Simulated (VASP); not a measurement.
Input of a VASP 6.6.1 run:

Contents of INCAR:

```
PREC     = Accurate       # precision mode
ENCUT    = 520            # plane-wave cutoff, eV
EDIFF    = 1E-8           # SCF threshold, eV
ISMEAR   = -1             # smearing method
SIGMA    = 0.03           # smearing width, eV
LREAL    = F              # projectors in reciprocal space
LASPH    = T              # aspherical terms in the spheres
NELM     = 100            # most SCF steps
ALGO     = Normal         # electronic algorithm
ISIF     = 2              # what is computed and relaxed
LWAVE    = F              # write WAVECAR
LCHARG   = F              # write CHGCAR
GGA      = PE             # functional
LEFG     = T            
NBANDS   = 15             # bands
```

The input KPOINTS:

```
regular mesh
0
Gamma
  16 16 16
```

Contents of POSCAR:

```
TiC
1.0
    0.0000000000      2.2064421477      2.2064421477
    2.2064421477      0.0000000000      2.2064421477
    2.2064421477      2.2064421477      0.0000000000
Ti C
1 1
Direct
    0.0000000000      0.0000000000      0.0000000000
    0.5000000000      0.5000000000      0.5000000000
```

Potentials or basis: VASP PAW PBE potentials, release 64 (Ti_sv, C).

Command:

```bash
$ cat potpaw_PBE.64/Ti_sv/POTCAR potpaw_PBE.64/C/POTCAR > POTCAR
$ mpirun -np 1 vasp_std > vasp.out
```

**Question.** What does it give for the band gap on the k mesh?

**Answer.** Zero (band 8 reaches 9.44 eV, above the bottom of band 9 at 8.38 eV).

**Question.** Predict the pressure.

**Answer.** -12.0 GPa.

Caveat: without QUAD_EFG the Cq values of the log hold for a quadrupole moment of 1 mb, not for the nuclei.
